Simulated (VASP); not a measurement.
# Tl (Immm) in VASP: single point with PBEsol

Aim: the single point of Tl with PBEsol.

Everything below comes from runs of VASP 6.6.1. Logs are shortened: lines on timing, memory, paths and dates and some standing lists are left out, and cuts for length are marked.

## 1. The cell of the first run

Symmetry: Immm, No. 71, orthorhombic system. The conventional cell has a = 3.355 Å, b = 3.492 Å, c = 4.842 Å, α = 90.00°, β = 90.00°, γ = 90.00°. Tl (site symmetry mmm) has 12 Tl at 3.36 to 3.49 Å within 4.4 Å.

## 2. Single point, PBEsol (engineering shear strain xz -0.0400, normal strain along z +0.0000)

The input, INCAR:

```
  PREC = Accurate
  ENCUT = 520
  EDIFF = 1E-7
  ISMEAR = 0
  SIGMA = 0.15
  LREAL = False
  LASPH = True
  NELM = 80
  ALGO = Fast
  ISIF = 2
  LWAVE = False
  LCHARG = False
  GGA = PS
  NBANDS = 12
```

The input, KPOINTS:

```
regular mesh
0
Gamma
  16 16 16
```

The input, POSCAR:

```
Tl
1.0
   -0.0484194631      2.4209731547      2.4209731547
    2.3725536916      0.0000000000      2.3725536916
    2.4209731547      2.4209731547     -0.0484194631
Tl
1
Direct
    0.0000000000      0.0000000000      0.0000000000
```

Potentials or basis: VASP PAW PBE potentials, release 64 (Tl_d).

Command:

```bash
cat potpaw_PBE.64/Tl_d/POTCAR > POTCAR
mpirun -np 1 vasp_std > vasp.out
```

OUTCAR:

```text
PREC = Accurate
   ENCUT = 520
   EDIFF = 1E-7
   ISMEAR = 0
   LREAL = False
   LASPH = True
   NELM = 80
   ISIF = 2
   GGA = PS

 ion  position               nearest neighbor table
   1  0.000  0.000  0.000-

  LATTYP: Found a body centered orthorhombic cell.
 ALAT       =     3.3552976081
 B/A-ratio  =     1.0408163265
 C/A-ratio  =     1.4430750636

  Lattice vectors:

 A1 = (   2.4209731547,  -2.4209731547,  -0.0484194631)
 A2 = (  -2.4209731547,  -2.4209731547,   0.0484194631)
 A3 = (   0.0484194631,   2.4209731547,  -2.4209731547)

Analysis of symmetry for initial positions (statically):
=====================================================================
 Subroutine PRICEL returns:
 Original cell was already a primitive cell.

 Routine SETGRP: Setting up the symmetry group for a
 body centered orthorhombic supercell.

 Subroutine GETGRP returns: Found  8 space group operations
 (whereof  8 operations were pure point group operations)
 out of a pool of  8 trial point group operations.

The static configuration has the point symmetry D_2h.

Analysis of symmetry for dynamics (positions and initial velocities):
=====================================================================
 Subroutine PRICEL returns:
 Original cell was already a primitive cell.

 Routine SETGRP: Setting up the symmetry group for a
 body centered orthorhombic supercell.

 Subroutine GETGRP returns: Found  8 space group operations
 (whereof  8 operations were pure point group operations)
 out of a pool of  8 trial point group operations.

The dynamic configuration has the point symmetry D_2h.

 Subroutine INISYM returns: Found  8 space group operations
 (whereof  8 operations are pure point group operations),
 and found     1 'primitive' translations

----------------------------------------------------------------------------------------

                                     Primitive cell

  volume of cell :      28.3678

  direct lattice vectors                    reciprocal lattice vectors
    -0.048419463  2.420973155  2.420973155    -0.202478940  0.206528519  0.202478940
     2.372553692  0.000000000  2.372553692     0.210743387 -0.206528519  0.210743387
     2.420973155  2.420973155 -0.048419463     0.202478940  0.206528519 -0.202478940

  length of vectors
     3.424115430  3.355297608  3.424115430     0.353057320  0.362601130  0.353057320

  position of ions in fractional coordinates (direct lattice)
     0.000000000  0.000000000  0.000000000

  ion indices of the primitive-cell ions
   primitive index   ion index
                 1           1

----------------------------------------------------------------------------------------

 KPOINTS: regular mesh

Automatic generation of k-mesh.
 Grid dimensions read from file:
 generate k-points for:   16   16   16

 Generating k-lattice:

  Cartesian coordinates                     Fractional coordinates (reciprocal lattice)
    -0.012654934  0.012908032  0.012654934     0.062500000  0.000000000 -0.000000000
     0.013171462 -0.012908032  0.013171462     0.000000000  0.062500000  0.000000000
     0.012654934  0.012908032 -0.012654934    -0.000000000  0.000000000  0.062500000

  Length of vectors
     0.022066083  0.022662571  0.022066083

  Shift w.r.t. Gamma in fractional coordinates (k-lattice)
     0.000000000  0.000000000  0.000000000

 Subroutine IBZKPT returns following result:
 ===========================================

 Found    621 irreducible k-points:

 Following reciprocal coordinates:
            Coordinates               Weight
  0.000000  0.000000  0.000000      1.000000
  0.062500  0.000000  0.000000      4.000000
  0.125000  0.000000  0.000000      4.000000
  0.187500  0.000000  0.000000      4.000000
  0.250000  0.000000  0.000000      4.000000
  0.312500  0.000000  0.000000      4.000000
[... 16 lines left out ...]
 -0.187500  0.062500  0.000000      8.000000
 -0.125000  0.062500 -0.000000      8.000000
 [... further k-points ...]
   k-points           NKPTS =    621   k-points in BZ     NKDIM =    621   number of bands    NBANDS=     12
   number of dos      NEDOS =    301   number of ions     NIONS =      1
   total plane-waves  NPLWV =  21952
   dimension x,y,z NGX =    28 NGY =   28 NGZ =   28
   dimension x,y,z NGXF=    56 NGYF=   56 NGZF=   56
   ions per type =               1
   NGX,Y,Z   is equivalent  to a cutoff of  13.59, 13.87, 13.59 a.u.
   NGXF,Y,Z  is equivalent  to a cutoff of  27.19, 27.75, 27.19 a.u.
 SYSTEM =  unknown system
   PREC   = accura    normal or accurate (medium, high low for compatibility)
   ISTART =      0    job   : 0-new  1-cont  2-samecut
   ICHARG =      2    charge: 1-file 2-atom 10-const
   ISPIN  =      1    spin polarized calculation?
   LNONCOLLINEAR =      F non collinear calculations
   LSORBIT =      F    spin-orbit coupling
   LASPH  =      T    aspherical Exc in radial PAW
   ENCUT  =  520.0 eV  38.22 Ry    6.18 a.u.   6.37  6.24  6.37*2*pi/ulx,y,z
   NELM   =     80;   NELMIN=  2; NELMDL= -5     # of ELM steps
   EDIFF  = 0.1E-06   stopping-criterion for ELM
   LREAL  =      F    real-space projection
   EDIFFG = 0.1E-05   stopping-criterion for IOM
   NSW    =      0    number of steps for IOM
   IBRION =     -1    ionic relax: 0-MD 1-quasi-New 2-CG
   NFREE  =      0    steps in history (QN), initial steepest desc. (CG)
   ISIF   =      2    stress and relaxation
   ISYM   =      2    0-nonsym 1-usesym 2-fastsym
   POTIM  = 0.5000    time-step for ionic-motion
   TEBEG  =    0.0;   TEEND  =   0.0 temperature during run
   PSTRESS=    0.0 pullay stress
   NELECT =      13.0000    total number of electrons
   NUPDOWN=      -1.0000    fix difference up-down
   EMIN   =  10.00;   EMAX   =-10.00  energy-range for DOS
   EFERMI =   0.00;   METHOD = LEGACY
   ISMEAR =     0;   SIGMA  =   0.15  broadening in eV -4-tet -1-fermi 0-gaus
   EFERMI_NEDOS =   21; number of points for ismear=-14 and -15
   IALGO  =     68    algorithm
   IMIX   =      4    mixing-type and parameters
     AMIX     =   0.40;   BMIX     =  1.00
     AMIX_MAG =   1.60;   BMIX_MAG =  1.00
  volume/ion in A,a.u.               =      28.37       191.44
  Fermi-wavevector in a.u.,A,eV,Ry     =   1.262158  2.385134 21.674680  1.593044
  Thomas-Fermi vector in A             =   2.395581
   LORBIT       =      0    0 simple, 1 ext, 2 COOP (PROOUT), +10 PAW based schemes
   GGA     = PS    functional components
   LHFCALC =     F    Hartree Fock is set to
   AEXX    =    0.0000 exact exchange contribution
   IVDW    =     0    specifies the selected vdW correction
   LEPSILON=     F    determine dielectric tensor
   LRPA    =     F    only Hartree local field effects (RPA)
 non-spin polarized calculation
 RMM-DIIS sequential band-by-band and
 Gauss-broadening in eV      SIGMA  =   0.15
  energy-cutoff  :      520.00
  volume of cell :       28.37
 maximum number of plane-waves:       781
 NGX is ok and might be reduce to    28
   NGX = 13   NGY = 13   NGZ = 13

 number of electron      12.9999999 magnetization

 Free energy of the ion-electron system (eV)
  ---------------------------------------------------
  ext. energy  EPLUGINS =         0.00000000
  ---------------------------------------------------
  free energy    TOTEN  =        -2.61835283 eV

  energy without entropy =       -2.61257929  energy(sigma->0) =       -2.61546606

 E-fermi :   6.4274     XC(G=0): -10.4073

 val. band max:        6.4252941475   @ k =   0.3750  -0.3125   0.0625
 cond. band min:       6.4291137540   @ k =  -0.3750  -0.0625   0.3125
 fundamental gap:      0.0038196065
 Fermi energy:         6.4274365380

 k-point     1 :       0.0000    0.0000    0.0000
  band No.  band energies     occupation
      1      -5.1250      2.00000
      2      -5.1018      2.00000
      3      -5.0473      2.00000
      4      -4.7990      2.00000
      5      -4.7970      2.00000
      6      -3.6556      2.00000
      7      16.2856      0.00000
      8      16.5573      0.00000
      9      17.3649      0.00000
     10      17.6791      0.00000
     11      20.5567      0.00000
     12      21.1493      0.00000

 k-point     2 :       0.0625    0.0000    0.0000
  band No.  band energies     occupation
      1      -5.1234      2.00000
      2      -5.0987      2.00000
      3      -5.0371      2.00000
      4      -4.7996      2.00000
      5      -4.7975      2.00000
      6      -3.5727      2.00000
      7      15.3080      0.00000
      8      16.4021      0.00000
      9      17.2626      0.00000
     10      17.6694      0.00000
     11      20.9329      0.00000
     12      21.9635      0.00000

 k-point     3 :       0.1250    0.0000    0.0000
  band No.  band energies     occupation
      1      -5.1333      2.00000
      2      -5.0833      2.00000
      3      -5.0125      2.00000
      4      -4.7967      2.00000
      5      -4.7950      2.00000
      6      -3.3196      2.00000
      7      13.3439      0.00000
      8      16.2197      0.00000
      9      16.9855      0.00000
     10      17.6398      0.00000
     11      21.0940      0.00000
     12      21.8337      0.00000
[... 286 lines left out ...]
 k-point    23 :      -0.1875    0.0625    0.0000
  band No.  band energies     occupation
      1      -5.1640      2.00000
      2      -5.0485      2.00000
      3      -4.9861      2.00000
      4      -4.8072      2.00000
      5      -4.7401      2.00000
      6      -2.6202      2.00000
      7      10.6104      0.00000
      8      14.8664      0.00000
      9      16.6737      0.00000
     10      17.9753      0.00000
     11      19.8161      0.00000
     12      20.9002      0.00000

 k-point    24 :      -0.1250    0.0625   -0.0000
  band No.  band energies     occupation
      1      -5.1339      2.00000
      2      -5.0634      2.00000
      3      -5.0002      2.00000
      4      -4.8218      2.00000
      5      -4.7743      2.00000
      6      -3.1134      2.00000
      7      12.6659      0.00000
      8      15.2944      0.00000
      9      16.8480      0.00000
     10      18.0091      0.00000
     11      20.3270      0.00000
     12      21.4410      0.00000

 [... further k-points ...]

------------------------ aborting loop because EDIFF is reached ----------------------------------------

  FORCE on cell =-STRESS in cart. coord.  units (eV):
  Direction    XX          YY          ZZ          XY          YZ          ZX
  --------------------------------------------------------------------------------------
  -------------------------------------------------------------------------------------
  Total       -0.0064134     -0.0454330     -0.0064134      0.0000000      0.0000000      0.0724286
  in kB       -0.3622224     -2.5659970     -0.3622224      0.0000000      0.0000000      4.0906732
  external PRESSURE =      -1.0968139 kB  Pullay stress =       0.0000000 kB

 VOLUME and BASIS-vectors are now :
 -----------------------------------------------------------------------------
  energy-cutoff  :      520.00
  volume of cell :       28.37
      direct lattice vectors                 reciprocal lattice vectors
    -0.048419463  2.420973155  2.420973155    -0.202478940  0.206528519  0.202478940
     2.372553692  0.000000000  2.372553692     0.210743387 -0.206528519  0.210743387
     2.420973155  2.420973155 -0.048419463     0.202478940  0.206528519 -0.202478940

 POSITION                                       TOTAL-FORCE (eV/Angst)
 -----------------------------------------------------------------------------------
      0.00000      0.00000      0.00000         0.000000      0.000000      0.000000
 -----------------------------------------------------------------------------------
    total drift:                               -0.000000     -0.000000     -0.000000

  FREE ENERGIE OF THE ION-ELECTRON SYSTEM (eV)
  ---------------------------------------------------
  free  energy   TOTEN  =        -2.6183528267 eV

  energy  without entropy=       -2.6125792880  energy(sigma->0) =       -2.61546606
```

Wall time 3.2 min (1 thread of Oxide Virtual Turin-like, shared host); peak memory 0.28 GiB.

What came out:

```
Free energy            : -2.6184 eV
Pressure               : -0.1 GPa
Band gap on the k mesh : zero (an odd number of electrons rules out a gap without spin polarisation)
```

Stress tensor (GPa, compression positive):
```
-0.04  0.00  0.41
 0.00 -0.26  0.00
 0.41  0.00 -0.04
```

Levels at points of the mesh, in eV from the Fermi level:
```tsv
k point	band 4	band 5	band 6	band 7	band 8	band 9
(0.00, 0.00, 0.00)	-11.23	-11.22	-10.08	9.86	10.13	10.94
(0.50, 0.00, 0.00)	-11.01	-10.96	-5.47	-3.00	8.39	8.68
(0.00, 0.50, 0.00)	-10.99	-10.94	-5.08	-2.87	7.95	8.14
(0.50, 0.50, 0.00)	-10.91	-10.90	-3.53	-1.84	4.10	4.10
(0.50, 0.00, 0.50)	-10.91	-10.91	-3.56	-1.84	3.59	4.62
```

Caveat: the cell differs from its parent crystal (engineering shear strain xz -0.0400, normal strain along z +0.0000); the PAW data sets were made with another functional, which shifts forces and pressure a little; spin-orbit coupling is left out, which moves the levels of the heavy elements.
